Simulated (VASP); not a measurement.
Input of a VASP 6.6.1 run:

Contents of INCAR:

```
SYSTEM = AlN
PREC = Accurate
ENCUT = 520
EDIFF = 1E-8
ISMEAR = -1
SIGMA = 0.02
LREAL = .FALSE.
LASPH = .TRUE.
NELM = 100
ALGO = Normal
ISIF = 2
LWAVE = .FALSE.
LCHARG = .FALSE.
LEFG = .TRUE.
NBANDS = 16
```

KPOINTS

```
regular mesh
0
G
  11 11 6
  0 0 0
```

The input POSCAR:

```
AlN
1.0
    3.1100000000      0.0000000000      0.0000000000
   -1.5550000000      2.6933390058      0.0000000000
    0.0000000000      0.0000000000      4.9800000000
Al N
2 2
Direct
    0.6666666667      0.3333333333      0.0000000000
    0.3333333333      0.6666666667      0.5000000000
    0.6666666667      0.3333333333      0.3820000000
    0.3333333333      0.6666666667      0.8820000000
```

Potentials or basis: VASP PAW LDA potentials, release 64 (Al, N).

The run is started by

```sh
$ cat potpaw_LDA.64/Al/POTCAR potpaw_LDA.64/N/POTCAR > POTCAR
$ mpirun -np 1 vasp_std > vasp.out
```

(1) What does it give for the largest force?

(2) What does it give for the pressure?

(3) Estimate the band gap on the k mesh.

Answers

(1) 0.016 eV/Å.

(2) -3.7 GPa.

(3) 4.24 eV, direct.

Caveat: without QUAD_EFG the Cq values of the log hold for a quadrupole moment of 1 mb, not for the nuclei.
